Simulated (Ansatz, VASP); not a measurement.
# Two plane-wave programs on SiO2

```
Si O
1.0
     4.18519    0.00000    0.00000
     0.00000    4.18519    0.00000
     0.00000    0.00000    2.71901
Si O
2 4
Cartesian
  0.0000 0.0000 0.0000
  2.0926 2.0926 1.3595
  1.2807 1.2807 0.0000
  0.8119 3.3733 1.3595
  2.9044 2.9044 0.0000
  3.3733 0.8119 1.3595
```

Change from the starting cell: uniaxial_z strain +1.9%.

Alike in both runs: task single point; functional PBE; k mesh 6 × 6 × 10; occupations fermi-dirac, width 0.02 eV; no spin polarisation.

```csv
,VASP,Ansatz
version,VASP 6.6.1,Ansatz 0.2.0
potentials or method,"VASP PAW PBE potentials, release 64 (Si, O)","plane waves, PAW"
plane-wave cutoff (eV),520,420
valence electrons in the cell,32,32
```

Ansatz gave:

```
gap on the k mesh at the Fermi level (eV)                     : 5.15
pressure (GPa)                                                : 2.7
traceless stress, the component that is largest in VASP (GPa) : -5.50
rms of the force components (eV/Å)                            : 0.029
```

**Question.** Estimate VASP's values.

**Answer.** gap on the k mesh at the Fermi level (eV): 5.14; pressure (GPa): 2.8; traceless stress, the component that is largest in VASP (GPa): -5.14; rms of the force components (eV/Å): 0.035.

Atom by atom the forces differ by 0.006 eV/Å (rms over components). With one functional, cell and mesh, what is left measures potentials, basis and numerics.
